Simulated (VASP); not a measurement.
## CuO: single point with LDA+U

Crystal: CuO.

```xyz
4
Lattice="2.3418 -1.7113 0.0000 2.3418 1.7113 0.0000 -0.8500 0.0000 5.0579" Properties=species:S:1:pos:R:3 pbc="T T T"
Cu    1.1709    0.8556    0.0000
Cu    0.7459   -0.8556    2.5289
O     2.1293   -0.2793    1.2645
O     1.7043    0.2793    3.7934
```

```
Program             : VASP 6.6.1
Task                : single point
Functional          : LDA
Potentials or basis : VASP PAW LDA potentials, release 64 (Cu, O)
Cutoff              : 520 eV
k mesh              : 7 × 7 × 4
Occupations         : gaussian, width 0.05 eV
Spin                : collinear spin
Starting moments    : [1.0, 1.0, 0.0, 0.0] μB
Hubbard terms       : Cu d U = 4.0 eV
```

| Item | Value |
| --- | --- |
| Pressure | -10.7 GPa |
| Largest force | 0.314 eV/Å |
| Net moment | 1.78 μB per cell |
| Site moments | Cu +0.56; O +0.28 μB |
| Valence electrons inside the program's atomic spheres | Cu 9.96; O 4.94 |

Forces on the atoms (eV/Å):
```
Cu   0.000  0.000  0.000
Cu   0.000  0.000  0.000
O    0.000  0.314  0.000
O    0.000 -0.314  0.000
```

Stress tensor (GPa, compression positive):
```
-12.23   0.00   2.01
  0.00  -7.25   0.00
  2.01   0.00 -12.74
```

Levels at points of the mesh, in eV from the Fermi level:
Spin up:
```
           k point  band 14  band 15  band 16  band 17  band 18  band 19  band 20  band 21  band 22  band 23
(0.00, 0.00, 0.00)    -2.69    -2.67    -2.28    -0.36     0.25     1.84     6.40     8.27    13.64    15.57
(0.00, 0.00, 0.50)    -3.16    -1.88    -1.88    -0.44    -0.44     4.11     4.11    11.84    11.84    14.47
```
Spin down:
```
           k point  band 12  band 13  band 14  band 15  band 16  band 17  band 18  band 19  band 20  band 21
(0.00, 0.00, 0.00)    -2.80    -2.38    -2.23    -2.19    -1.76     1.14     1.96     2.11     6.52     8.61
(0.00, 0.00, 0.50)    -3.32    -2.74    -2.74    -1.38    -1.38     1.32     1.32     4.40     4.40    12.01
```

Eigenvalues of the final occupation matrices:
```tsv
site	spin	trace	eigenvalues
site 1 d	1	4.88	0.96 0.97 0.97 0.98 1.01
site 1 d	2	4.32	0.48 0.95 0.96 0.96 0.97
site 2 d	1	4.88	0.96 0.97 0.97 0.98 1.01
site 2 d	2	4.32	0.48 0.95 0.96 0.96 0.97
```

It took 100 s on 1 thread of Intel(R) Xeon(R) Platinum 8375C CPU @ 2.90GHz (Ice Lake), on a shared host, peak memory 0.22 GiB.

Caveat: the cell stands under tension.
